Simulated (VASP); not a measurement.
# Cd3AsN: single point with PBEsol

Cd3AsN:

```
As N Cd
1.0
     4.46876    0.00000    0.00000
     0.00000    4.46876    0.00000
     0.00000    0.00000    4.46876
As N Cd
1 1 3
Direct
  0.00000 0.00000 0.00000
  0.50000 0.50000 0.50000
  0.50000 0.50000 0.00000
  0.50000 0.00000 0.50000
  0.00000 0.50000 0.50000
```

```json
{"Program": "VASP 6.6.1", "Task": "single point", "Functional": "PBEsol", "Potentials or basis": "VASP PAW PBE potentials, release 64 (As, N, Cd)", "Cutoff": "600 eV", "k mesh": "4 × 4 × 4", "Occupations": "gaussian, width 0.05 eV", "Spin": "no spin polarisation"}
```

| Property | Result |
| --- | --- |
| Pressure | 3.1 GPa |
| Band gap on the k mesh | zero (bands 23 and 24 overlap by 0.56 eV) |

Levels at points of the mesh, in eV from the Fermi level:
| k point | band 21 | band 22 | band 23 | band 24 | band 25 | band 26 |
| --- | --- | --- | --- | --- | --- | --- |
| (0.00, 0.00, 0.00) | -0.98 | -0.61 | -0.61 | -0.61 | 1.01 | 1.01 |
| (0.50, 0.00, 0.00) | -3.29 | -0.43 | -0.43 | 2.09 | 3.12 | 3.22 |
| (0.50, 0.50, 0.00) | -0.68 | -0.14 | -0.14 | 0.48 | 1.24 | 3.96 |
| (0.50, 0.50, 0.50) | -3.30 | -3.30 | -3.30 | 3.67 | 3.67 | 3.67 |

Wall time 19 s on 1 thread of Intel(R) Xeon(R) Platinum 8375C CPU @ 2.90GHz (Ice Lake) (shared host), peak memory 0.22 GiB.

Caveat: the cell stands under pressure; the PAW data sets were made with another functional, which shifts forces and pressure a little.
